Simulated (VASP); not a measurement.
# BiW (zincblende type) (F-43m) in VASP: a series of runs

Runs on BiW (zincblende type). Level: PBE. Tasks: relaxation of cell and atoms.

All numbers are computed with VASP 6.6.1; they aren't measurements. Logs are shortened: lines on timing, memory, paths and dates and some standing lists are left out, and cuts for length are marked.

## 1. The cell of the first run

The structure is cubic, space group F-43m (No. 216). The conventional cell has a = 5.544 Å, b = 5.544 Å, c = 5.544 Å, α = 90.00°, β = 90.00°, γ = 90.00°. W (site symmetry -43m) has 4 Bi at 2.40 Å within 3.2 Å. Within 3.2 Å of Bi (site symmetry -43m) lie 4 W at 2.40 Å.

## 2. Relaxation of cell and atoms, PBE, target pressure 38 GPa, at which the enthalpy is minimised

INCAR reads:

```
SYSTEM = BiW
  ALGO = Normal
  EDIFF = 1E-7
  EDIFFG = -0.005
  ENCUT = 600
  GGA = PE
  IBRION = 2
  ISIF = 3
  ISMEAR = -1
  LASPH = .TRUE.
  LCHARG = .FALSE.
  LREAL = .FALSE.
  LWAVE = .FALSE.
  NELM = 100
  NSW = 60
  PREC = Accurate
  PSTRESS = 380.0
  SIGMA = 0.1
```

KPOINTS reads:

```
k-points
0
G
  12 12 12
  0 0 0
```

POSCAR reads:

```
BiW
1.0
    0.0000000000      2.7720481093      2.7720481093
    2.7720481093      0.0000000000      2.7720481093
    2.7720481093      2.7720481093      0.0000000000
W Bi
1 1
Direct
    0.0000000000      0.0000000000      0.0000000000
    0.2500000000      0.2500000000      0.2500000000
```

Potentials or basis: VASP PAW PBE potentials, release 64 (W_sv, Bi_d).

Command:

```console
$ cat potpaw_PBE.64/W_sv/POTCAR potpaw_PBE.64/Bi_d/POTCAR > POTCAR
$ mpirun -np 1 vasp_std > vasp.out
```

OUTCAR:

```text
SYSTEM = BiW
   EDIFF = 1E-7
   EDIFFG = -0.005
   ENCUT = 600
   GGA = PE
   IBRION = 2
   ISIF = 3
   ISMEAR = -1
   LASPH = .TRUE.
   LREAL = .FALSE.
   NELM = 100
   NSW = 60
   PREC = Accurate
   PSTRESS = 380.0

 ion  position               nearest neighbor table
   1  0.000  0.000  0.000-   2 2.40   2 2.40   2 2.40   2 2.40
   2  0.250  0.250  0.250-   1 2.40   1 2.40   1 2.40   1 2.40

  LATTYP: Found a face centered cubic cell.
 ALAT       =     5.5440962186

  Lattice vectors:

 A1 = (   0.0000000000,   2.7720481093,   2.7720481093)
 A2 = (   2.7720481093,   0.0000000000,   2.7720481093)
 A3 = (   2.7720481093,   2.7720481093,   0.0000000000)

Analysis of symmetry for initial positions (statically):
=====================================================================
 Subroutine PRICEL returns:
 Original cell was already a primitive cell.

 Routine SETGRP: Setting up the symmetry group for a
 face centered cubic supercell.

 Subroutine GETGRP returns: Found 24 space group operations
 (whereof 24 operations were pure point group operations)
 out of a pool of 48 trial point group operations.

The static configuration has the point symmetry T_d .

Analysis of symmetry for dynamics (positions and initial velocities):
=====================================================================
 Subroutine PRICEL returns:
 Original cell was already a primitive cell.

 Routine SETGRP: Setting up the symmetry group for a
 face centered cubic supercell.

 Subroutine GETGRP returns: Found 24 space group operations
 (whereof 24 operations were pure point group operations)
 out of a pool of 48 trial point group operations.

The dynamic configuration has the point symmetry T_d .

 Subroutine INISYM returns: Found 24 space group operations
 (whereof 24 operations are pure point group operations),
 and found     1 'primitive' translations

----------------------------------------------------------------------------------------

                                     Primitive cell

  volume of cell :      42.6022

  direct lattice vectors                    reciprocal lattice vectors
     0.000000000  2.772048109  2.772048109    -0.180372050  0.180372050  0.180372050
     2.772048109  0.000000000  2.772048109     0.180372050 -0.180372050  0.180372050
     2.772048109  2.772048109  0.000000000     0.180372050  0.180372050 -0.180372050

  length of vectors
     3.920268032  3.920268032  3.920268032     0.312413555  0.312413555  0.312413555

  position of ions in fractional coordinates (direct lattice)
     0.000000000  0.000000000  0.000000000
     0.250000000  0.250000000  0.250000000

  ion indices of the primitive-cell ions
   primitive index   ion index
                 1           1
                 2           2

----------------------------------------------------------------------------------------

 KPOINTS: k-points

Automatic generation of k-mesh.
 Grid dimensions read from file:
 generate k-points for:   12   12   12

 Generating k-lattice:

  Cartesian coordinates                     Fractional coordinates (reciprocal lattice)
    -0.015031004  0.015031004  0.015031004     0.083333333  0.000000000  0.000000000
     0.015031004 -0.015031004  0.015031004     0.000000000  0.083333333  0.000000000
     0.015031004  0.015031004 -0.015031004     0.000000000  0.000000000  0.083333333

  Length of vectors
     0.026034463  0.026034463  0.026034463

  Shift w.r.t. Gamma in fractional coordinates (k-lattice)
     0.000000000  0.000000000  0.000000000

 Subroutine IBZKPT returns following result:
 ===========================================

 Found     72 irreducible k-points:

 Following reciprocal coordinates:
            Coordinates               Weight
  0.000000  0.000000  0.000000      1.000000
  0.083333  0.000000  0.000000      8.000000
  0.166667  0.000000  0.000000      8.000000
  0.250000  0.000000  0.000000      8.000000
  0.333333  0.000000  0.000000      8.000000
  0.416667  0.000000  0.000000      8.000000
[... 16 lines left out ...]
  0.500000  0.166667  0.000000     24.000000
 -0.416667  0.166667  0.000000     24.000000
 [... further k-points ...]
   k-points           NKPTS =     72   k-points in BZ     NKDIM =     72   number of bands    NBANDS=     18
   number of dos      NEDOS =    301   number of ions     NIONS =      2
   total plane-waves  NPLWV =  32768
   dimension x,y,z NGX =    32 NGY =   32 NGZ =   32
   dimension x,y,z NGXF=    64 NGYF=   64 NGZF=   64
   ions per type =               1   1
   NGX,Y,Z   is equivalent  to a cutoff of  13.57, 13.57, 13.57 a.u.
   NGXF,Y,Z  is equivalent  to a cutoff of  27.14, 27.14, 27.14 a.u.
 SYSTEM =  BiW
   PREC   = accura    normal or accurate (medium, high low for compatibility)
   ISTART =      0    job   : 0-new  1-cont  2-samecut
   ICHARG =      2    charge: 1-file 2-atom 10-const
   ISPIN  =      1    spin polarized calculation?
   LNONCOLLINEAR =      F non collinear calculations
   LSORBIT =      F    spin-orbit coupling
   LASPH  =      T    aspherical Exc in radial PAW
   ENCUT  =  600.0 eV  44.10 Ry    6.64 a.u.   7.83  7.83  7.83*2*pi/ulx,y,z
   NELM   =    100;   NELMIN=  2; NELMDL= -5     # of ELM steps
   EDIFF  = 0.1E-06   stopping-criterion for ELM
   LREAL  =      F    real-space projection
   EDIFFG = -.5E-02   stopping-criterion for IOM
   NSW    =     60    number of steps for IOM
   IBRION =      2    ionic relax: 0-MD 1-quasi-New 2-CG
   NFREE  =      1    steps in history (QN), initial steepest desc. (CG)
   ISIF   =      3    stress and relaxation
   ISYM   =      2    0-nonsym 1-usesym 2-fastsym
   POTIM  = 0.5000    time-step for ionic-motion
   TEBEG  =    0.0;   TEEND  =   0.0 temperature during run
   PSTRESS=  380.0 pullay stress
   NELECT =      29.0000    total number of electrons
   NUPDOWN=      -1.0000    fix difference up-down
   EMIN   =  10.00;   EMAX   =-10.00  energy-range for DOS
   EFERMI =   0.00;   METHOD = LEGACY
   ISMEAR =    -1;   SIGMA  =   0.10  broadening in eV -4-tet -1-fermi 0-gaus
   EFERMI_NEDOS =   21; number of points for ismear=-14 and -15
   IALGO  =     38    algorithm
   IMIX   =      4    mixing-type and parameters
     AMIX     =   0.40;   BMIX     =  1.00
     AMIX_MAG =   1.60;   BMIX_MAG =  1.00
  volume/ion in A,a.u.               =      21.30       143.75
  Fermi-wavevector in a.u.,A,eV,Ry     =   1.440114  2.721420 28.217490  2.073927
  Thomas-Fermi vector in A             =   2.558894
   LORBIT       =      0    0 simple, 1 ext, 2 COOP (PROOUT), +10 PAW based schemes
   GGA     = PE    functional components
   LHFCALC =     F    Hartree Fock is set to
   AEXX    =    0.0000 exact exchange contribution
   IVDW    =     0    specifies the selected vdW correction
   LEPSILON=     F    determine dielectric tensor
   LRPA    =     F    only Hartree local field effects (RPA)
 conjugate gradient relaxation of ions
 non-spin polarized calculation
  energy-cutoff  :      600.00
  volume of cell :       42.60
 maximum number of plane-waves:      1435
   NGX = 15   NGY = 15   NGZ = 15

--------------------------------------- Ionic step        1  -------------------------------------------

 number of electron      28.9999997 magnetization

 Free energy of the ion-electron system (eV)
  ---------------------------------------------------
  ext. energy  EPLUGINS =         0.00000000
  ---------------------------------------------------
  free energy    TOTEN  =        -9.17627048 eV

  energy without entropy =       -9.04237442  energy(sigma->0) =       -9.10932245

------------------------ aborting loop because EDIFF is reached ----------------------------------------

  FORCE on cell =-STRESS in cart. coord.  units (eV):
  Direction    XX          YY          ZZ          XY          YZ          ZX
  --------------------------------------------------------------------------------------
  -------------------------------------------------------------------------------------
  Total       18.8570613     18.8570613     18.8570613      0.0000000     -0.0000000      0.0000000
  in kB      709.1731931    709.1731931    709.1731931      0.0000000     -0.0000000      0.0000000
  external PRESSURE =     329.1731931 kB  Pullay stress =     380.0000000 kB

 VOLUME and BASIS-vectors are now :
 -----------------------------------------------------------------------------
  energy-cutoff  :      600.00
  volume of cell :       42.60
      direct lattice vectors                 reciprocal lattice vectors
     0.000000000  2.772048109  2.772048109    -0.180372050  0.180372050  0.180372050
     2.772048109  0.000000000  2.772048109     0.180372050 -0.180372050  0.180372050
     2.772048109  2.772048109  0.000000000     0.180372050  0.180372050 -0.180372050
[... 8 lines left out ...]
  FREE ENERGIE OF THE ION-ELECTRON SYSTEM (eV)
  ---------------------------------------------------
  free  energy   TOTEN  =        -9.1762704849 eV

  energy  without entropy=       -9.0423744191  energy(sigma->0) =       -9.10932245

  enthalpy is  TOTEN    =         0.9280078206 eV   P V=       10.1042783056

--------------------------------------- Ionic step        2  -------------------------------------------

 number of electron      28.9999994 magnetization

 E-fermi :   3.8477     XC(G=0):  -8.9016

 val. band max:        3.8474752670   @ k =  -0.4167   0.0833   0.0000
 cond. band min:       3.8496380850   @ k =   0.5000   0.1667   0.0833
 fundamental gap:      0.0021628180
 Fermi energy:         3.8476609487

 k-point     1 :       0.0000    0.0000    0.0000
  band No.  band energies     occupation
      1     -70.3213      2.00000
      2     -34.4990      2.00000
      3     -34.4990      2.00000
      4     -34.4990      2.00000
      5     -18.3734      2.00000
      6     -18.3734      2.00000
[... 10 lines left out ...]
     17       8.1736      0.00000
     18       8.1736      0.00000
[... 588 lines left out ...]
  FREE ENERGIE OF THE ION-ELECTRON SYSTEM (eV)
  ---------------------------------------------------
  free  energy   TOTEN  =       -11.0191923879 eV

  energy  without entropy=      -10.8624529259  energy(sigma->0) =      -10.94082266

  enthalpy is  TOTEN    =         0.4169291278 eV   P V=       11.4361215157

--------------------------------------- Ionic step        5  -------------------------------------------

 number of electron      28.9999996 magnetization

 Free energy of the ion-electron system (eV)
  ---------------------------------------------------
  ext. energy  EPLUGINS =         0.00000000
  ---------------------------------------------------
  free energy    TOTEN  =       -10.98420735 eV

  energy without entropy =      -10.82802030  energy(sigma->0) =      -10.90611382

 E-fermi :   8.3939     XC(G=0): -11.0731

 val. band max:        8.3911433494   @ k =   0.4167   0.4167   0.0000
 cond. band min:       8.3951067348   @ k =  -0.4167   0.4167   0.0000
 fundamental gap:      0.0039633854
 Fermi energy:         8.3939469035

 k-point     1 :       0.0000    0.0000    0.0000
  band No.  band energies     occupation
      1     -65.1895      2.00000
      2     -29.6174      2.00000
      3     -29.6174      2.00000
      4     -29.6174      2.00000
      5     -14.3205      2.00000
      6     -14.3205      2.00000
[... 10 lines left out ...]
     17      15.5410      0.00000
     18      15.5410      0.00000
[... 505 lines left out ...]
 POSITION                                       TOTAL-FORCE (eV/Angst)
 -----------------------------------------------------------------------------------
      0.00000      0.00000      0.00000         0.000000      0.000000      0.000000
      1.44294      1.44294      1.44294        -0.000000     -0.000000     -0.000000
 -----------------------------------------------------------------------------------
    total drift:                                0.000000      0.000000      0.000000

  FREE ENERGIE OF THE ION-ELECTRON SYSTEM (eV)
  ---------------------------------------------------
  free  energy   TOTEN  =       -10.9842073519 eV

  energy  without entropy=      -10.8280202957  energy(sigma->0) =      -10.90611382

  enthalpy is  TOTEN    =         0.4166151841 eV   P V=       11.4008225360

 reached required accuracy - stopping structural energy minimisation
```

Wall time 2.1 min (1 thread of Intel Xeon Platinum 8488C (Sapphire Rapids), shared host); peak memory 0.23 GiB.

What came out:

* Free energy: -10.9842 eV
* Relaxed volume: 24.03 Å³/atom
* Relaxed cell: a = 4.081 Å, b = 4.081 Å, c = 4.081 Å, α = 60.00°, β = 60.00°, γ = 60.00°
* Space group after relaxing (to 0.1 Å): F-43m (No. 216)
* Energy change on relaxing (the run minimises the enthalpy): -904.0 meV/atom
* Ionic steps: 5
* Pressure after relaxing: 38.0 GPa
* Band gap on the k mesh: zero (an odd number of electrons rules out a gap without spin polarisation)

Step by step:
| step | energy change (eV) | largest force (eV/Å) | pressure (GPa) | volume (Å³) |
| --- | --- | --- | --- | --- |
| 1 | 0.0000 | 0.0000 | 70.92 | 42.60 |
| 2 | -2.8941 | 0.0000 | -8.10 | 75.68 |
| 3 | -2.1013 | 0.0000 | 32.27 | 49.41 |
| 4 | -1.8429 | 0.0000 | 37.33 | 48.22 |
| 5 | -1.8079 | 0.0000 | 38.00 | 48.07 |

Final structure:
```
W Bi
1.0
     0.00000    2.88588    2.88588
     2.88588    0.00000    2.88588
     2.88588    2.88588    0.00000
W Bi
1 1
Direct
  0.00000 0.00000 0.00000
  0.25000 0.25000 0.25000
```

Levels at points of the mesh, in eV from the Fermi level:
| k point | band 11 | band 12 | band 13 | band 14 | band 15 | band 16 | band 17 | band 18 |
| --- | --- | --- | --- | --- | --- | --- | --- | --- |
| (0.00, 0.00, 0.00) | -3.37 | -3.37 | -3.37 | -0.13 | -0.13 | 3.00 | 7.15 | 7.15 |
| (0.50, 0.00, 0.00) | -5.04 | -2.96 | -2.96 | 0.08 | 0.08 | 0.13 | 3.94 | 3.94 |
| (0.50, 0.50, 0.00) | -5.60 | -1.72 | -1.72 | -1.35 | 0.01 | 0.23 | 1.05 | 1.05 |

Caveat: the cell is relaxed towards a set pressure, so the run minimises the enthalpy, not the energy; spin-orbit coupling is left out, which moves the levels of the heavy elements.

(Continued in part 2 of 2.)
